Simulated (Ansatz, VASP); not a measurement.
# Al2O3 in VASP and in Ansatz

```
Al O
1.0
     2.95588    0.00000    0.00000
    -1.47794    2.55987    0.00000
     0.00000    0.00000    7.42001
Al O
2 3
Direct
  0.00000 0.00000 0.72205
  0.00000 0.00000 0.27795
  0.00000 0.00000 0.50000
  0.66667 0.33333 0.80055
  0.33333 0.66667 0.19945
```

Change from the starting cell: volume scaled by 0.94.

Alike in both runs: task single point; functional LDA; k mesh 10 × 10 × 4; occupations fermi-dirac, width 0.05 eV; no spin polarisation.

|  | VASP | Ansatz |
| --- | --- | --- |
| version | VASP 6.6.1 | Ansatz 0.2.0 |
| potentials or method | VASP PAW LDA potentials, release 64 (Al, O), cutoff 520 eV | all-electron LAPW, scalar-relativistic |

|  | VASP | Ansatz | Ansatz less VASP |
| --- | --- | --- | --- |
| gap on the k mesh at the Fermi level (eV) | 2.63 | 2.68 | +0.042 |
| least direct gap on the mesh (eV) | 2.63 | 2.68 | +0.042 |
| pressure (GPa) | 3.0 | 2.2 | -0.75 |
| traceless stress, the component that is largest in VASP (GPa) | 2.44 | 2.02 | -0.415 |
| rms of the force components (eV/Å) | 0.189 | 0.157 | -0.0321 |

LDA's correlation is that of Perdew and Zunger in VASP and of Perdew and Wang (1992) in Ansatz. Atom by atom the forces differ by 0.034 eV/Å (rms over components). Ansatz ran all-electron here, and VASP with PAW potentials.
